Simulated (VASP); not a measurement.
A run of VASP 6.6.1 is set up as follows.

File INCAR:

```
PREC = Accurate
ENCUT = 520
EDIFF = 1E-6
ISMEAR = -5
SIGMA = 0.05
LREAL = False
LASPH = True
NELM = 80
ALGO = Normal
ISIF = 2
LWAVE = False
LCHARG = True
GGA = PE
LELF = True
LVHAR = True
NBANDS = 49
```

KPOINTS

```
Automatic mesh
0
Gamma
  12 12 1
```

File POSCAR:

```
WSe2
1.0
    3.3206078107      0.0000000000      0.0000000000
   -1.6603039053      2.8757307201      0.0000000000
    0.0000000000      0.0000000000     31.0209653925
W Se
3 6
Direct
    0.6666666667      0.3333333333      0.0000000000
    0.3333333333      0.6666666667      0.7543470704
    0.3333333333      0.6666666667      0.2456529296
    0.3333333333      0.6666666667      0.0541018954
    0.6666666667      0.3333333333      0.8084497294
    0.6666666667      0.3333333333      0.2997487775
    0.3333333333      0.6666666667      0.9458981046
    0.6666666667      0.3333333333      0.7002512225
    0.6666666667      0.3333333333      0.1915502706
```

Potentials or basis: VASP PAW PBE potentials, release 64 (W_sv, Se).

Run with:

```bash
$ cat potpaw_PBE.64/W_sv/POTCAR potpaw_PBE.64/Se/POTCAR > POTCAR
$ mpirun -np 1 vasp_std > vasp.out
```

(1) Predict the largest force.

(2) Predict the band gap on the k mesh.

Answers

(1) 0.044 eV/Å.

(2) 1.53 eV, direct.

Caveat: spin-orbit coupling is left out, which moves the levels of the heavy elements.
